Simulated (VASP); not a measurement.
# Cu (I4/mmm) in VASP: a series of runs, part 2 of 3

VASP 6.6.1. The steps go on from the part before.

## (3) Single point, r2SCAN (strain +0.0875 x Voigt [1, 1, 0, 0, 0, 0])

The input, POSCAR:

```
Cu
1.0
   -1.5690377355      1.5690377355      1.3760814500
    1.5690377355     -1.5690377355      1.3760814500
    1.5690377355      1.5690377355     -1.3760814500
Cu
1
Direct
    0.0000000000      0.0000000000      0.0000000000
```

The input, INCAR.step1:

```
SYSTEM = Cu
ALGO = Normal ; EDIFF = 1E-4
ENCUT = 520 ; GGA = PE
ISMEAR = 0 ; LASPH = .TRUE.
LCHARG = .FALSE. ; LREAL = .FALSE.
LWAVE = .TRUE. ; NBANDS = 12
NELM = 100 ; PREC = Accurate
SIGMA = 0.15
```

The input, INCAR.step2:

```
SYSTEM = Cu
ALGO = Normal ; EDIFF = 1E-7
ENCUT = 520 ; ISIF = 2
ISMEAR = 0 ; ISTART = 1
LASPH = .TRUE. ; LCHARG = .FALSE.
LMIXTAU = .TRUE. ; LREAL = .FALSE.
LWAVE = .FALSE. ; METAGGA = R2SCAN
NBANDS = 12 ; NELM = 100
PREC = Accurate ; SIGMA = 0.15
```

The input, KPOINTS:

```
k-points
0
G
  24 24 24
  0 0 0
```

Potentials or basis: VASP PAW PBE potentials, release 64 (Cu).

On the command line:

```console
> cat potpaw_PBE.64/Cu/POTCAR > POTCAR
> cp INCAR.step1 INCAR
> mpirun -np 1 vasp_std > vasp.out
> cp INCAR.step2 INCAR
> mpirun -np 1 vasp_std > vasp.out
```

OUTCAR:

```text
SYSTEM = Cu
   EDIFF = 1E-7
   ENCUT = 520
   ISIF = 2
   ISMEAR = 0
   ISTART = 1
   LASPH = .TRUE.
   LREAL = .FALSE.
   METAGGA = R2SCAN
   NELM = 100
   PREC = Accurate

 ion  position               nearest neighbor table
   1  0.000  0.000  0.000-

  LATTYP: Found a body centered tetragonal cell.
 ALAT       =     3.1380754710
 C/A-ratio  =     0.8770225335

  Lattice vectors:

 A1 = (  -1.5690377355,   1.5690377355,   1.3760814500)
 A2 = (   1.5690377355,  -1.5690377355,   1.3760814500)
 A3 = (   1.5690377355,   1.5690377355,  -1.3760814500)

Analysis of symmetry for initial positions (statically):
=====================================================================
 Subroutine PRICEL returns:
 Original cell was already a primitive cell.

 Routine SETGRP: Setting up the symmetry group for a
 body centered tetragonal supercell.

 Subroutine GETGRP returns: Found 16 space group operations
 (whereof 16 operations were pure point group operations)
 out of a pool of 16 trial point group operations.

The static configuration has the point symmetry D_4h.

Analysis of symmetry for dynamics (positions and initial velocities):
=====================================================================
 Subroutine PRICEL returns:
 Original cell was already a primitive cell.

 Routine SETGRP: Setting up the symmetry group for a
 body centered tetragonal supercell.

 Subroutine GETGRP returns: Found 16 space group operations
 (whereof 16 operations were pure point group operations)
 out of a pool of 16 trial point group operations.

The dynamic configuration has the point symmetry D_4h.

 Subroutine INISYM returns: Found 16 space group operations
 (whereof 16 operations are pure point group operations),
 and found     1 'primitive' translations

----------------------------------------------------------------------------------------

                                     Primitive cell

[... 109 lines left out ...]
  volume/ion in A,a.u.               =      13.55        91.45
  Fermi-wavevector in a.u.,A,eV,Ry     =   1.527151  2.885898 31.731390  2.332191
  Thomas-Fermi vector in A             =   2.635087
   LORBIT       =      0    0 simple, 1 ext, 2 COOP (PROOUT), +10 PAW based schemes
   METAGGA = R2SCAN    functional components
   LHFCALC =     F    Hartree Fock is set to
   AEXX    =    0.0000 exact exchange contribution
   IVDW    =     0    specifies the selected vdW correction
   LEPSILON=     F    determine dielectric tensor
   LRPA    =     F    only Hartree local field effects (RPA)
 non-spin polarized calculation
 Gauss-broadening in eV      SIGMA  =   0.15
  energy-cutoff  :      520.00
  volume of cell :       13.55
 maximum number of plane-waves:       375
   NGX =  9   NGY =  9   NGZ =  9

 number of electron      11.0000014 magnetization

 Free energy of the ion-electron system (eV)
  ---------------------------------------------------
  ext. energy  EPLUGINS =         0.00000000
  ---------------------------------------------------
  free energy    TOTEN  =       -10.66827452 eV

  energy without entropy =      -10.66383773  energy(sigma->0) =      -10.66605612

 E-fermi :   5.8477     XC(G=0): -12.8386

 val. band max:        5.8459035698   @ k =  -0.3333   0.4167   0.2083
 cond. band min:       5.8522920208   @ k =   0.5000   0.1250   0.0417
 fundamental gap:      0.0063884510
 Fermi energy:         5.8477080158

 k-point     1 :       0.0000    0.0000    0.0000
  band No.  band energies     occupation
      1      -2.7928      2.00000
      2       2.7771      2.00000
      3       3.2154      2.00000
      4       3.2156      2.00000
      5       3.5534      2.00000
      6       4.0154      2.00000
      7      28.3829      0.00000
      8      28.3830      0.00000
      9      31.5748      0.00000
     10      32.4278      0.00000
     11      32.7732      0.00000
     12      33.1117      0.00000
[... 331 lines left out ...]
 k-point    24 :       0.4583    0.0417    0.0000
  band No.  band energies     occupation
      1       1.4572      2.00000
      2       2.3027      2.00000
      3       3.7647      2.00000
      4       4.1443      2.00000
      5       4.3713      2.00000
      6       6.0125      0.12034
      7      10.3968      0.00000
      8      21.0931      0.00000
      9      21.7803      0.00000
     10      25.8425      0.00000
     11      28.2125      0.00000
     12      36.6418      0.00000

 [... further k-points ...]
[... 5 lines left out ...]
  --------------------------------------------------------------------------------------
  -------------------------------------------------------------------------------------
  Total       -1.4230797     -1.4230797     -1.3934706      0.0000000     -0.0000000      0.0000000
  in kB     -168.2553543   -168.2553543   -164.7545712      0.0000000     -0.0000000      0.0000000
  external PRESSURE =    -167.0884266 kB  Pullay stress =       0.0000000 kB

 VOLUME and BASIS-vectors are now :
 -----------------------------------------------------------------------------
  energy-cutoff  :      520.00
  volume of cell :       13.55
      direct lattice vectors                 reciprocal lattice vectors
    -1.569037736  1.569037736  1.376081450     0.000000000  0.318666651  0.363350585
     1.569037736 -1.569037736  1.376081450     0.318666651  0.000000000  0.363350585
     1.569037736  1.569037736 -1.376081450     0.318666651  0.318666651  0.000000000

 POSITION                                       TOTAL-FORCE (eV/Angst)
 -----------------------------------------------------------------------------------
      0.00000      0.00000      0.00000         0.000000     -0.000000      0.000000
 -----------------------------------------------------------------------------------
    total drift:                                0.000000     -0.000000      0.000000

  FREE ENERGIE OF THE ION-ELECTRON SYSTEM (eV)
  ---------------------------------------------------
  free  energy   TOTEN  =       -10.6682745190 eV

  energy  without entropy=      -10.6638377294  energy(sigma->0) =      -10.66605612
```

OSZICAR.step1:

```text
N       E                     dE             d eps       ncg     rms          rms(c)
DAV:   1     0.440542823135E+02    0.44054E+02   -0.53661E+03 27616   0.146E+03
DAV:   2    -0.302053843746E+01   -0.47075E+02   -0.43333E+02 26300   0.199E+02
DAV:   3    -0.444941216920E+01   -0.14289E+01   -0.14128E+01 29648   0.404E+01
DAV:   4    -0.445900762504E+01   -0.95955E-02   -0.95940E-02 28976   0.295E+00
DAV:   5    -0.445910803737E+01   -0.10041E-03   -0.10041E-03 29752   0.310E-01    0.738E+00
DAV:   6    -0.410841275045E+01    0.35070E+00   -0.15610E+01 29904   0.722E+01    0.459E+00
DAV:   7    -0.364176162525E+01    0.46665E+00   -0.26948E+00 29996   0.306E+01    0.429E-01
DAV:   8    -0.363618618671E+01    0.55754E-02   -0.13018E-02 33120   0.217E+00    0.410E-01
DAV:   9    -0.363336584391E+01    0.28203E-02   -0.19960E-02 30380   0.240E+00    0.512E-02
DAV:  10    -0.363334007367E+01    0.25770E-04   -0.17441E-04 16936   0.240E-01
   1 F= -.36333401E+01 E0= -.36310249E+01  d E =-.463042E-02
```

It took 15 min on 1 thread of Intel Xeon 8259CL, shared host; peak memory 0.27 GiB.

What came out:

* Free energy: -10.6683 eV
* Pressure: -16.7 GPa
* Band gap on the k mesh: zero (an odd number of electrons rules out a gap without spin polarisation)

Levels at points of the mesh, in eV from the Fermi level:
```
           k point  band 4  band 5  band 6  band 7  band 8  band 9
(0.00, 0.00, 0.00)   -2.63   -2.29   -1.83   22.54   22.54   25.73
(0.50, 0.00, 0.00)   -1.67   -1.40    0.10    4.42   15.74   16.09
(0.50, 0.50, 0.00)   -2.03   -1.44   -0.83    3.01   19.41   19.57
(0.50, 0.50, 0.50)   -1.56   -1.44    6.53    6.53   11.45   11.79
```

Caveat: the cell differs from its parent crystal (strain +0.0875 x Voigt [1, 1, 0, 0, 0, 0]); the cell stands under tension; the PAW data sets were made with another functional, which shifts forces and pressure a little.

[end of part 2 of 3]
